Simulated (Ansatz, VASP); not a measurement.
Mg3CdTe4 in VASP and in Ansatz

```
Mg Cd Te
1.0
     4.61192    0.00000    0.00000
    -2.30596    3.99404    0.00000
     0.00000    0.00000   15.02765
Mg Cd Te
3 1 4
Direct
  0.33333 0.66667 0.49592
  0.33333 0.66667 0.99988
  0.66667 0.33333 0.24817
  0.66667 0.33333 0.75013
  0.33333 0.66667 0.18738
  0.33333 0.66667 0.68318
  0.66667 0.33333 0.43550
  0.66667 0.33333 0.93984
```

Alike in both runs: functional PBE; k mesh 6 × 6 × 2; occupations gaussian, width 0.1 eV; no spin polarisation.

Ansatz relaxed the structure, and its values are those at the end. VASP's run is a single point on that final structure, the one shown.

```csv
,VASP,Ansatz
version,VASP 6.6.1,Ansatz 0.2.0
potentials or method,"VASP PAW PBE potentials, release 64 (Mg, Cd, Te), cutoff 520 eV","scalar-relativistic, plane waves, PAW"
valence electrons in the cell,42,114
```

|  | VASP | Ansatz | Ansatz less VASP |
| --- | --- | --- | --- |
| gap on the k mesh at the Fermi level (eV) | 1.62 | 1.62 | +0.005 |
| least direct gap on the mesh (eV) | 1.62 | 1.62 | +0.005 |
| pressure (GPa) | 0.4 | 0.3 | -0.02 |
| rms of the force components (eV/Å) | 0.010 | 0.009 | -0.0018 |

VASP's potentials hold 42 valence electrons a cell and Ansatz's 114, so a difference there can come from the potentials and not from the codes.

Spin-orbit coupling is off throughout.
